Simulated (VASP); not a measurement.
Runs of VASP 6.6.1 on Si. The structure is that of space group Ia-3 (No. 206), or close to it. The cells are those of the table. 

```csv
cell,gap on the mesh (eV),pressure (GPa),largest force (eV/Å)
"a = 5.868 Å, angles 109.5°, 8 atoms",none,(b),0.22
"a = 5.609 Å, angles 109.5°, 8 atoms",none,9.4,0.42
"a = 5.715 Å, angles 109.5°, 8 atoms",none,2.7,0.13
"a = 5.818 Å, angles 109.5°, 8 atoms",none,-2.5,0.11
"a = 5.917 Å, angles 109.5°, 8 atoms",none,(a),0.31
"a = 5.663 Å, angles 109.5°, 8 atoms",none,5.8,0.27
```

Alike in all rows: task single point; level PBE; potentials or basis VASP PAW PBE potentials, release 64 (Si); no spin polarisation; k mesh 10 × 10 × 10; cutoff (eV) 520; smearing gaussian 0.15 eV.

Question: Estimate the missing entries.

Answer: (a) -6.3; (b) -4.5.

Caveats: semilocal functionals underestimate gaps, and a narrow one can read as zero; the cell stands under tension (at least some runs); the cell stands under pressure (at least some runs).

A gap of «none» marks levels without a gap at the run's occupations.
